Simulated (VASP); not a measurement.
A run of VASP 6.6.1 is set up as follows.

The input POSCAR:

```
InP
1.0
    0.0000000000      2.7688340000      2.7688340000
    2.7688340000      0.0000000000      2.7688340000
    2.7688340000      2.7688340000      0.0000000000
In P
1 1
Direct
    0.0000000000      0.0000000000      0.0000000000
    0.5000000000      0.5000000000      0.5000000000
```

Contents of INCAR.step1:

```
PREC     = Accurate       # precision mode
ENCUT    = 520            # plane-wave cutoff, eV
EDIFF    = 1E-5           # SCF threshold, eV
ISMEAR   = -1             # smearing method
SIGMA    = 0.05           # smearing width, eV
LREAL    = False          # projectors in reciprocal space
LASPH    = True           # aspherical terms in the spheres
NELM     = 100            # most SCF steps
ALGO     = Normal         # electronic algorithm
ISIF     = 2              # what is computed and relaxed
LWAVE    = True           # write WAVECAR
LCHARG   = False          # write CHGCAR
GGA      = PE             # functional
NBANDS   = 16             # bands
```

File INCAR.step2:

```
PREC     = Accurate       # precision mode
ENCUT    = 520            # plane-wave cutoff, eV
EDIFF    = 1E-6           # SCF threshold, eV
ISMEAR   = -1             # smearing method
SIGMA    = 0.05           # smearing width, eV
LREAL    = False          # projectors in reciprocal space
LASPH    = True           # aspherical terms in the spheres
NELM     = 100            # most SCF steps
ALGO     = Normal         # electronic algorithm
ISIF     = 2              # what is computed and relaxed
LWAVE    = False          # write WAVECAR
LCHARG   = False          # write CHGCAR
GGA      = PE             # functional
LHFCALC  = True           # exact exchange
AEXX     = 0.25           # exact-exchange fraction
HFSCREEN = 0.2            # screening, 1/A
PRECFOCK = Normal       
ISTART   = 1            
NBANDS   = 16             # bands
```

KPOINTS

```
regular mesh
0
Gamma
  4 4 4
```

Potentials or basis: VASP PAW PBE potentials, release 64 (In_d, P).

The run is started by

```sh
$ cat potpaw_PBE.64/In_d/POTCAR potpaw_PBE.64/P/POTCAR > POTCAR
$ cp INCAR.step1 INCAR
$ mpirun -np 1 vasp_std > vasp.out
$ cp INCAR.step2 INCAR
$ mpirun -np 1 vasp_std > vasp.out
```

Question: What does it give for the band gap on the k mesh?

Answer: Zero (bands 9 and 10 overlap by 2.53 eV).

Question: What does it give for the pressure?

Answer: -2.6 GPa.

Caveat: the k points lie up to 0.49 Å⁻¹ apart, too coarse for converged energies and pressures of a metal; the PAW data sets were made with another functional, which shifts forces and pressure a little; spin-orbit coupling is left out, which moves the levels of the heavy elements.
